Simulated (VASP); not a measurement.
# AlN: single point with LDA

AlN:

```
Al N
1.0
    -1.63784    2.83682    0.00000
     0.00000    0.00000    4.10063
     4.91352    2.83682    0.00000
Al N
4 4
Direct
  0.69299 0.75000 0.10481
  0.00000 0.75000 0.66667
  0.00000 0.25000 0.33333
  0.50000 0.25000 0.83333
  0.50000 0.25000 0.16667
  0.00000 0.25000 0.66667
  0.00000 0.75000 0.33333
  0.50000 0.75000 0.83333
```

This cell differs from its parent crystal: atom 1 (Al) moved by -0.620 Å along [1 0 0] and +0.372 Å along [1 2 0].

```yaml
Program: VASP 6.6.1
Task: single point
Functional: LDA
Potentials_or_basis: VASP PAW LDA potentials, release 64 (Al, N_h)
Cutoff: 1330 eV
k_mesh: 8 × 6 × 4
Occupations: gaussian, width 0.05 eV
Spin: no spin polarisation
```

```
Pressure               : 11.1 GPa
Largest force          : 5.887 eV/Å
Band gap on the k mesh : 1.97 eV
```

Forces in eV/Å, atoms in the order of the input:
```
Al   5.558 -1.941  0.000
Al  -2.538 -1.005  0.000
Al  -0.324  0.647  0.000
Al   0.285 -0.533  0.000
N   -2.211  0.481  0.000
N    0.639  0.427  0.000
N    1.602  4.512  0.000
N   -3.010 -2.589  0.000
```

Stress tensor (GPa, compression positive):
```
 8.45 15.25  0.00
15.25 23.03  0.00
 0.00  0.00  1.83
```

Levels at points of the mesh, in eV from the valence-band top:
```csv
k point,band 12,band 13,band 14,band 15,band 16,band 17,band 18,band 19,band 20,band 21
"(0.00, 0.00, 0.00)",-3.01,-2.42,-1.87,-0.36,0.00,1.97,3.76,4.37,6.25,6.66
"(0.50, 0.00, 0.00)",-3.72,-2.98,-2.46,-2.24,-1.91,4.29,4.30,5.91,6.16,7.66
"(0.00, 0.50, 0.00)",-2.69,-2.61,-1.96,-1.79,-0.91,3.14,4.43,5.55,6.14,7.79
"(0.50, 0.50, 0.00)",-4.63,-1.70,-1.65,-0.86,-0.34,4.60,4.91,6.37,6.55,8.52
"(0.00, 0.00, 0.50)",-3.24,-2.23,-1.88,-0.74,-0.29,2.80,4.93,5.75,6.02,7.26
"(0.50, 0.00, 0.50)",-3.50,-3.26,-2.42,-1.84,-1.22,2.85,4.01,5.54,6.93,7.31
"(0.00, 0.50, 0.50)",-2.52,-2.39,-1.81,-1.76,-0.98,2.88,4.43,5.12,6.62,8.33
"(0.50, 0.50, 0.50)",-3.13,-2.49,-2.41,-1.63,-0.90,3.75,4.08,5.29,5.65,8.89
```

Run time: 8.7 min on 1 thread of Intel(R) Xeon(R) Platinum 8259CL CPU @ 2.50GHz (Skylake/Cascade Lake) (shared host), peak memory 0.6 GiB.

Caveat: the cell differs from its parent crystal (atom 1 (Al) moved by -0.620 Å along [1 0 0] and +0.372 Å along [1 2 0]); the stress differs along the axes, from 2 to 23 GPa; forces of over 1 eV/Å act on the atoms, so gaps and moduli don't describe the material at rest. A k mesh can miss the band edges.
